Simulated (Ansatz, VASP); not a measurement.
# One calculation of Co, two programs

```
CELL_PARAMETERS angstrom
2.51058 0.00000 0.00000
-1.25529 2.17422 0.00000
0.00000 0.00000 4.07732
ATOMIC_POSITIONS crystal
Co 0.33333 0.66667 0.25000
Co 0.66667 0.33333 0.75000
```

Change from the starting cell: volume scaled by 0.99, crystal datasets.

Alike in both runs: task electric field gradients; functional PBE; k mesh 19 × 19 × 10; occupations fermi-dirac, width 0.05 eV; collinear spin.

|  | VASP | Ansatz |
| --- | --- | --- |
| version | VASP 6.6.1 | Ansatz 0.2.0 |
| potentials or method | VASP PAW PBE potentials, release 64 (Co), cutoff 520 eV | all-electron PAW with datasets made for the crystal, scalar-relativistic |

```tsv
	VASP	Ansatz	Ansatz less VASP
pressure (GPa)	-5.4	-4.9	+0.52
traceless stress, the component that is largest in VASP (GPa)	-1.00	-0.89	+0.112
net moment per atom (μB)	1.63	1.64	+0.010
size of the moment on the site where the two differ most (μB)	1.65	1.72	+0.064
size of Vzz on the site where it differs most (V/Å²)	1.8	1.6	-0.27
```

Site moments also hang on the region over which each program counts them. Ansatz ran all-electron here, and VASP with PAW potentials.
